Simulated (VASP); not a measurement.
# SrTe (Fm-3m) in VASP: notebook

The runs below take SrTe through single point, with PBE, r2SCAN.

All numbers are computed with VASP 6.6.1; they aren't measurements. Logs are shortened: lines on timing, memory, paths and dates and some standing lists are left out, and cuts for length are marked.

## Step 1: The cell of the first run

The structure is cubic, space group Fm-3m (No. 225). The conventional cell has a = 6.706 Å, b = 6.706 Å, c = 6.706 Å, α = 90.00°, β = 90.00°, γ = 90.00°. Within 4.4 Å of Sr (site symmetry m-3m) lie 6 Te at 3.35 Å. Te (site symmetry m-3m) has 6 Sr at 3.35 Å within 4.4 Å.

## Step 2: Single point, PBE

Contents of INCAR:

```
SYSTEM = SrTe
  PREC = Accurate
  ENCUT = 500
  EDIFF = 1E-6
  ISMEAR = 0
  SIGMA = 0.01
  LREAL = .False.
  LASPH = .True.
  NELM = 120
  ALGO = Normal
  ISIF = 2
  LWAVE = .False.
  LCHARG = .False.
  GGA = PE
  NBANDS = 15
  GGA_COMPAT = .False.
```

Contents of KPOINTS:

```
Automatic mesh
0
Gamma
  4 4 4
  0 0 0
```

Contents of POSCAR:

```
SrTe
1.0
    0.0000000000      3.3527582044      3.3527582044
    3.3527582044      0.0000000000      3.3527582044
    3.3527582044      3.3527582044      0.0000000000
Sr Te
1 1
Direct
    0.0000000000      0.0000000000      0.0000000000
    0.5000000000      0.5000000000      0.5000000000
```

Potentials or basis: VASP PAW PBE potentials, release 64 (Sr_sv, Te).

The run is started by

```
$ cat potpaw_PBE.64/Sr_sv/POTCAR potpaw_PBE.64/Te/POTCAR > POTCAR
$ mpirun -np 1 vasp_std > vasp.out
```

OUTCAR:

```text
SYSTEM = SrTe
   PREC = Accurate
   ENCUT = 500
   EDIFF = 1E-6
   ISMEAR = 0
   LREAL = .False.
   LASPH = .True.
   NELM = 120
   ISIF = 2
   GGA = PE

 ion  position               nearest neighbor table
   1  0.000  0.000  0.000-   2 3.35   2 3.35   2 3.35   2 3.35   2 3.35   2 3.35
   2  0.500  0.500  0.500-   1 3.35   1 3.35   1 3.35   1 3.35   1 3.35   1 3.35

  LATTYP: Found a face centered cubic cell.
 ALAT       =     6.7055164088

  Lattice vectors:

 A1 = (   0.0000000000,   3.3527582044,   3.3527582044)
 A2 = (   3.3527582044,   0.0000000000,   3.3527582044)
 A3 = (   3.3527582044,   3.3527582044,   0.0000000000)

Analysis of symmetry for initial positions (statically):
=====================================================================
 Subroutine PRICEL returns:
 Original cell was already a primitive cell.

 Routine SETGRP: Setting up the symmetry group for a
 face centered cubic supercell.

 Subroutine GETGRP returns: Found 48 space group operations
 (whereof 48 operations were pure point group operations)
 out of a pool of 48 trial point group operations.

The static configuration has the point symmetry O_h .

Analysis of symmetry for dynamics (positions and initial velocities):
=====================================================================
 Subroutine PRICEL returns:
 Original cell was already a primitive cell.

 Routine SETGRP: Setting up the symmetry group for a
 face centered cubic supercell.

 Subroutine GETGRP returns: Found 48 space group operations
 (whereof 48 operations were pure point group operations)
 out of a pool of 48 trial point group operations.

The dynamic configuration has the point symmetry O_h .

 Subroutine INISYM returns: Found 48 space group operations
 (whereof 48 operations are pure point group operations),
 and found     1 'primitive' translations

----------------------------------------------------------------------------------------

                                     Primitive cell

  volume of cell :      75.3766

  direct lattice vectors                    reciprocal lattice vectors
     0.000000000  3.352758204  3.352758204    -0.149130945  0.149130945  0.149130945
     3.352758204  0.000000000  3.352758204     0.149130945 -0.149130945  0.149130945
     3.352758204  3.352758204  0.000000000     0.149130945  0.149130945 -0.149130945

  length of vectors
     4.741516124  4.741516124  4.741516124     0.258302374  0.258302374  0.258302374

  position of ions in fractional coordinates (direct lattice)
     0.000000000  0.000000000  0.000000000
     0.500000000  0.500000000  0.500000000

  ion indices of the primitive-cell ions
   primitive index   ion index
                 1           1
                 2           2

----------------------------------------------------------------------------------------

 KPOINTS: Automatic mesh

Automatic generation of k-mesh.
 Grid dimensions read from file:
 generate k-points for:    4    4    4

 Generating k-lattice:

  Cartesian coordinates                     Fractional coordinates (reciprocal lattice)
    -0.037282736  0.037282736  0.037282736     0.250000000  0.000000000  0.000000000
     0.037282736 -0.037282736  0.037282736     0.000000000  0.250000000  0.000000000
     0.037282736  0.037282736 -0.037282736     0.000000000  0.000000000  0.250000000

  Length of vectors
     0.064575594  0.064575594  0.064575594

  Shift w.r.t. Gamma in fractional coordinates (k-lattice)
     0.000000000  0.000000000  0.000000000

 Subroutine IBZKPT returns following result:
 ===========================================

 Found      8 irreducible k-points:

 Following reciprocal coordinates:
            Coordinates               Weight
  0.000000  0.000000  0.000000      1.000000
  0.250000  0.000000  0.000000      8.000000
  0.500000  0.000000  0.000000      4.000000
  0.250000  0.250000  0.000000      6.000000
  0.500000  0.250000  0.000000     24.000000
 -0.250000  0.250000  0.000000     12.000000
  0.500000  0.500000  0.000000      3.000000
 -0.250000  0.500000  0.250000      6.000000
   k-points           NKPTS =      8   k-points in BZ     NKDIM =      8   number of bands    NBANDS=     15
   number of dos      NEDOS =    301   number of ions     NIONS =      2
   total plane-waves  NPLWV =  46656
   dimension x,y,z NGX =    36 NGY =   36 NGZ =   36
   dimension x,y,z NGXF=    72 NGYF=   72 NGZF=   72
   ions per type =               1   1
   NGX,Y,Z   is equivalent  to a cutoff of  12.62, 12.62, 12.62 a.u.
   NGXF,Y,Z  is equivalent  to a cutoff of  25.24, 25.24, 25.24 a.u.
 SYSTEM =  SrTe
   PREC   = accura    normal or accurate (medium, high low for compatibility)
   ISTART =      0    job   : 0-new  1-cont  2-samecut
   ICHARG =      2    charge: 1-file 2-atom 10-const
   ISPIN  =      1    spin polarized calculation?
   LNONCOLLINEAR =      F non collinear calculations
   LSORBIT =      F    spin-orbit coupling
   LASPH  =      T    aspherical Exc in radial PAW
   ENCUT  =  500.0 eV  36.75 Ry    6.06 a.u.   8.64  8.64  8.64*2*pi/ulx,y,z
   NELM   =    120;   NELMIN=  2; NELMDL= -5     # of ELM steps
   EDIFF  = 0.1E-05   stopping-criterion for ELM
   LREAL  =      F    real-space projection
   EDIFFG = 0.1E-04   stopping-criterion for IOM
   NSW    =      0    number of steps for IOM
   IBRION =     -1    ionic relax: 0-MD 1-quasi-New 2-CG
   NFREE  =      0    steps in history (QN), initial steepest desc. (CG)
   ISIF   =      2    stress and relaxation
   ISYM   =      2    0-nonsym 1-usesym 2-fastsym
   POTIM  = 0.5000    time-step for ionic-motion
   TEBEG  =    0.0;   TEEND  =   0.0 temperature during run
   PSTRESS=    0.0 pullay stress
   NELECT =      16.0000    total number of electrons
   NUPDOWN=      -1.0000    fix difference up-down
   EMIN   =  10.00;   EMAX   =-10.00  energy-range for DOS
   EFERMI =   0.00;   METHOD = LEGACY
   ISMEAR =     0;   SIGMA  =   0.01  broadening in eV -4-tet -1-fermi 0-gaus
   EFERMI_NEDOS =   21; number of points for ismear=-14 and -15
   IALGO  =     38    algorithm
   IMIX   =      4    mixing-type and parameters
     AMIX     =   0.40;   BMIX     =  1.00
     AMIX_MAG =   1.60;   BMIX_MAG =  1.00
  volume/ion in A,a.u.               =      37.69       254.33
  Fermi-wavevector in a.u.,A,eV,Ry     =   0.976568  1.845446 12.975679  0.953686
  Thomas-Fermi vector in A             =   2.107197
   LORBIT       =      0    0 simple, 1 ext, 2 COOP (PROOUT), +10 PAW based schemes
   GGA     = PE    functional components
   LHFCALC =     F    Hartree Fock is set to
   AEXX    =    0.0000 exact exchange contribution
   IVDW    =     0    specifies the selected vdW correction
   LEPSILON=     F    determine dielectric tensor
   LRPA    =     F    only Hartree local field effects (RPA)
 non-spin polarized calculation
 Gauss-broadening in eV      SIGMA  =   0.01
  energy-cutoff  :      500.00
  volume of cell :       75.38
 maximum number of plane-waves:      1924
 NGX is ok and might be reduce to    36
   NGX = 17   NGY = 17   NGZ = 17

 number of electron      16.0000000 magnetization

 Free energy of the ion-electron system (eV)
  ---------------------------------------------------
  ext. energy  EPLUGINS =         0.00000000
  ---------------------------------------------------
  free energy    TOTEN  =        -8.25443916 eV

  energy without entropy =       -8.25443916  energy(sigma->0) =       -8.25443916

 E-fermi :   2.8117     XC(G=0):  -8.4326

 val. band max:        2.7193171153   @ k =   0.0000   0.0000   0.0000
 cond. band min:       4.4576290981   @ k =   0.5000   0.5000   0.0000
 fundamental gap:      1.7383119829
 Fermi energy:         2.8117310142

 k-point     1 :       0.0000    0.0000    0.0000
  band No.  band energies     occupation
      1     -32.0281      2.00000
      2     -14.0142      2.00000
      3     -14.0142      2.00000
      4     -14.0142      2.00000
      5      -7.1957      2.00000
      6       2.7193      2.00000
      7       2.7193      2.00000
      8       2.7193      2.00000
      9       5.4805      0.00000
     10       5.9988      0.00000
     11       5.9988      0.00000
     12       5.9988      0.00000
     13       6.6238      0.00000
     14       6.6238      0.00000
     15      10.2116      0.00000

 k-point     2 :       0.2500    0.0000    0.0000
  band No.  band energies     occupation
      1     -32.0262      2.00000
      2     -14.0727      2.00000
      3     -14.0170      2.00000
      4     -14.0170      2.00000
      5      -6.9105      2.00000
      6       1.0148      2.00000
      7       2.0892      2.00000
      8       2.0892      2.00000
      9       5.9327      0.00000
     10       6.7194      0.00000
     11       6.7194      0.00000
     12       7.7810      0.00000
     13       8.0311      0.00000
     14       8.0311      0.00000
     15      10.9484      0.00000

 k-point     3 :       0.5000    0.0000    0.0000
  band No.  band energies     occupation
      1     -32.0243      2.00000
      2     -14.1290      2.00000
      3     -14.0197      2.00000
      4     -14.0197      2.00000
      5      -6.5929      2.00000
      6      -0.0552      2.00000
      7       1.6467      2.00000
      8       1.6467      2.00000
      9       6.5677      0.00000
     10       7.8342      0.00000
     11       8.0139      0.00000
     12       8.0139      0.00000
     13       9.3495      0.00000
     14       9.3495      0.00000
     15      10.4574      0.00000
[... 55 lines left out ...]
 k-point     7 :       0.5000    0.5000    0.0000
  band No.  band energies     occupation
      1     -32.0229      2.00000
      2     -14.0922      2.00000
      3     -14.0459      2.00000
      4     -14.0459      2.00000
      5      -6.7624      2.00000
      6       0.7735      2.00000
      7       1.9903      2.00000
      8       1.9903      2.00000
      9       4.4576      0.00000
     10       6.5472      0.00000
     11       7.5040      0.00000
     12       8.7277      0.00000
     13       8.8029      0.00000
     14       8.8029      0.00000
     15      11.2378      0.00000

 k-point     8 :      -0.2500    0.5000    0.2500
  band No.  band energies     occupation
      1     -32.0229      2.00000
      2     -14.0690      2.00000
      3     -14.0690      2.00000
      4     -14.0531      2.00000
      5      -6.6686      2.00000
      6       1.1750      2.00000
      7       1.1750      2.00000
      8       1.2377      2.00000
      9       6.6339      0.00000
     10       6.6339      0.00000
     11       7.1331      0.00000
     12       8.3572      0.00000
     13       8.8131      0.00000
     14      10.2482      0.00000
     15      10.8329      0.00000

------------------------ aborting loop because EDIFF is reached ----------------------------------------

  FORCE on cell =-STRESS in cart. coord.  units (eV):
  Direction    XX          YY          ZZ          XY          YZ          ZX
  --------------------------------------------------------------------------------------
  -------------------------------------------------------------------------------------
  Total        0.1663500      0.1663500      0.1663500     -0.0000000     -0.0000000     -0.0000000
  in kB        3.5358735      3.5358735      3.5358735     -0.0000000     -0.0000000     -0.0000000
  external PRESSURE =       3.5358735 kB  Pullay stress =       0.0000000 kB

 VOLUME and BASIS-vectors are now :
 -----------------------------------------------------------------------------
  energy-cutoff  :      500.00
  volume of cell :       75.38
      direct lattice vectors                 reciprocal lattice vectors
     0.000000000  3.352758204  3.352758204    -0.149130945  0.149130945  0.149130945
     3.352758204  0.000000000  3.352758204     0.149130945 -0.149130945  0.149130945
     3.352758204  3.352758204  0.000000000     0.149130945  0.149130945 -0.149130945

 POSITION                                       TOTAL-FORCE (eV/Angst)
 -----------------------------------------------------------------------------------
      0.00000      0.00000      0.00000         0.000000      0.000000      0.000000
      3.35276      3.35276      3.35276        -0.000000     -0.000000     -0.000000
 -----------------------------------------------------------------------------------
    total drift:                                0.000000      0.000000      0.000000

  FREE ENERGIE OF THE ION-ELECTRON SYSTEM (eV)
  ---------------------------------------------------
  free  energy   TOTEN  =        -8.2544391608 eV

  energy  without entropy=       -8.2544391608  energy(sigma->0) =       -8.25443916
```

It took 19 s on 1 thread of Intel Xeon 8259CL, shared host; peak memory 0.2 GiB.

Results:

| Property | Result |
| --- | --- |
| Free energy | -8.2544 eV |
| Pressure | 0.4 GPa |
| Band gap on the k mesh | 1.74 eV (least direct gap 2.47 eV) |

Levels at points of the mesh, in eV from the valence-band top:
```tsv
k point	band 4	band 5	band 6	band 7	band 8	band 9	band 10	band 11	band 12	band 13
(0.00, 0.00, 0.00)	-16.73	-9.92	0.00	0.00	0.00	2.76	3.28	3.28	3.28	3.90
(0.50, 0.00, 0.00)	-16.74	-9.31	-2.77	-1.07	-1.07	3.85	5.11	5.29	5.29	6.63
(0.50, 0.50, 0.00)	-16.77	-9.48	-1.95	-0.73	-0.73	1.74	3.83	4.78	6.01	6.08
```

Caveat: spin-orbit coupling is left out, which moves the levels of the heavy elements. A k mesh can miss the band edges.

## Step 3: Single point, PBE

Contents of INCAR:

```
PREC = Accurate ; ENCUT = 500
EDIFF = 1E-6 ; ISMEAR = 0
SIGMA = 0.01 ; LREAL = F
LASPH = T ; NELM = 120
ALGO = Normal ; ISIF = 2
LWAVE = F ; LCHARG = T
GGA = PE ; LELF = T
LVHAR = T ; NBANDS = 15
GGA_COMPAT = F
```

Contents of KPOINTS:

```
Automatic mesh
0
Gamma
  4 4 4
```

POSCAR is that of step 2.

Potentials or basis: VASP PAW PBE potentials, release 64 (Sr_sv, Te).

The run is started by

```
$ cat potpaw_PBE.64/Sr_sv/POTCAR potpaw_PBE.64/Te/POTCAR > POTCAR
$ mpirun -np 1 vasp_std > vasp.out
```

Wall time 27 s (1 thread of Intel Xeon 8259CL, shared host); peak memory 0.2 GiB.

Results (log left out):

| Item | Value |
| --- | --- |
| Free energy | -8.2544 eV |
| Pressure | 0.4 GPa |
| Band gap on the k mesh | 1.74 eV (least direct gap 2.47 eV) |

Levels at points of the mesh, in eV from the valence-band top:
```
           k point  band 5  band 6  band 7  band 8  band 9  band 10  band 11  band 12
(0.00, 0.00, 0.00)   -9.92    0.00    0.00    0.00    2.76     3.28     3.28     3.28
(0.50, 0.00, 0.00)   -9.31   -2.77   -1.07   -1.07    3.85     5.11     5.29     5.29
(0.50, 0.50, 0.00)   -9.48   -1.95   -0.73   -0.73    1.74     3.83     4.78     6.01
```

Caveat: spin-orbit coupling is left out, which moves the levels of the heavy elements.

## Step 4: Single point, PBE

Contents of INCAR:

```
PREC     = Accurate       # precision mode
ENCUT    = 500            # plane-wave cutoff, eV
EDIFF    = 1E-6           # SCF threshold, eV
ISMEAR   = 0              # smearing method
SIGMA    = 0.01           # smearing width, eV
LREAL    = False          # projectors in reciprocal space
LASPH    = True           # aspherical terms in the spheres
NELM     = 120            # most SCF steps
ALGO     = Normal         # electronic algorithm
ISIF     = 2              # what is computed and relaxed
LWAVE    = False          # write WAVECAR
LCHARG   = False          # write CHGCAR
GGA      = PE             # functional
NBANDS   = 15             # bands
GGA_COMPAT= False
```

Contents of KPOINTS:

```
Automatic mesh
0
Gamma
  6 6 6
```

POSCAR is that of step 3.

The run is started by

```
$ cat potpaw_PBE.64/Sr_sv/POTCAR potpaw_PBE.64/Te/POTCAR > POTCAR
$ mpirun -np 1 vasp_std > vasp.out
```

It took 34 s on 1 thread of Intel Xeon 8259CL, shared host; peak memory 0.21 GiB.

Results (log left out):

```
Free energy            : -8.2674 eV
Pressure               : 0.3 GPa
Band gap on the k mesh : 1.75 eV (least direct gap 2.47 eV)
```

Levels at points of the mesh, in eV from the valence-band top:
```tsv
k point	band 4	band 5	band 6	band 7	band 8	band 9	band 10	band 11	band 12	band 13
(0.00, 0.00, 0.00)	-16.72	-9.92	0.00	0.00	0.00	2.76	3.29	3.29	3.29	3.91
(0.50, 0.00, 0.00)	-16.73	-9.31	-2.77	-1.07	-1.07	3.85	5.12	5.30	5.30	6.64
(0.50, 0.50, 0.00)	-16.75	-9.48	-1.94	-0.73	-0.73	1.75	3.83	4.79	6.02	6.09
```

Caveat: spin-orbit coupling is left out, which moves the levels of the heavy elements.

## Step 5: Single point, r2SCAN

POSCAR is that of step 4.

Contents of INCAR.step1:

```
PREC = Accurate
ENCUT = 550
ISMEAR = 0
SIGMA = 0.01
LREAL = F
LASPH = T
NELM = 120
NBANDS = 15
GGA = PE
ALGO = Normal
EDIFF = 1E-5
LWAVE = T
LCHARG = F
GGA_COMPAT = F
```

Contents of INCAR.step2:

```
PREC = Accurate
ENCUT = 550
EDIFF = 1E-6
ISMEAR = 0
SIGMA = 0.01
LREAL = F
LASPH = T
NELM = 120
ALGO = Normal
ISIF = 2
LWAVE = F
LCHARG = F
METAGGA = R2SCAN
LMIXTAU = T
NBANDS = 15
ISTART = 1
GGA_COMPAT = F
```

Contents of KPOINTS:

```
Automatic mesh
0
Gamma
  4 4 4
```

The run is started by

```
$ cat potpaw_PBE.64/Sr_sv/POTCAR potpaw_PBE.64/Te/POTCAR > POTCAR
$ cp INCAR.step1 INCAR
$ mpirun -np 1 vasp_std > vasp.out
$ cp INCAR.step2 INCAR
$ mpirun -np 1 vasp_std > vasp.out
```

It took 1.8 min on 1 thread of Intel Xeon 8259CL, shared host; peak memory 0.22 GiB.

The run converged. Its results:

| Property | Result |
| --- | --- |
| Free energy | -44.5868 eV |
| Pressure | 0.2 GPa |
| Band gap on the k mesh | 2.14 eV (least direct gap 2.88 eV) |

Levels at points of the mesh, in eV from the valence-band top:
```
           k point  band 4  band 5  band 6  band 7  band 8  band 9  band 10  band 11  band 12  band 13
(0.00, 0.00, 0.00)  -17.32  -10.21    0.00    0.00    0.00    3.52     3.73     3.73     3.73     4.41
(0.50, 0.00, 0.00)  -17.32   -9.58   -2.76   -1.07   -1.07    4.36     5.70     5.87     5.87     7.17
(0.50, 0.50, 0.00)  -17.35   -9.75   -1.98   -0.75   -0.75    2.14     4.52     5.32     6.66     6.66
```

Caveat: the PAW data sets were made with another functional, which shifts forces and pressure a little; spin-orbit coupling is left out, which moves the levels of the heavy elements.

## Step 6: Overview

| level | k mesh | cutoff (eV) | gap on the mesh (eV) | pressure (GPa) |
| --- | --- | --- | --- | --- |
| PBE | 4 × 4 × 4 | 500 | 1.74 | 0.4 |
| PBE | 6 × 6 × 6 | 500 | 1.75 | 0.3 |
| r2SCAN | 4 × 4 × 4 | 550 | 2.14 | 0.2 |

Alike in all rows: task single point; potentials or basis VASP PAW PBE potentials, release 64 (Sr_sv, Te); no spin polarisation; cell as given; smearing gaussian 0.01 eV.

On the cell as given the gap runs from 1.74 eV (PBE) to 2.14 eV (r2SCAN); the meshes differ, which moves gaps too.

Caveats: spin-orbit coupling is left out, which moves the levels of the heavy elements; the PAW data sets were made with another functional, which shifts forces and pressure a little (at least some runs).

Total energies depend on the potentials used, so only differences within one code and one set of settings carry meaning.
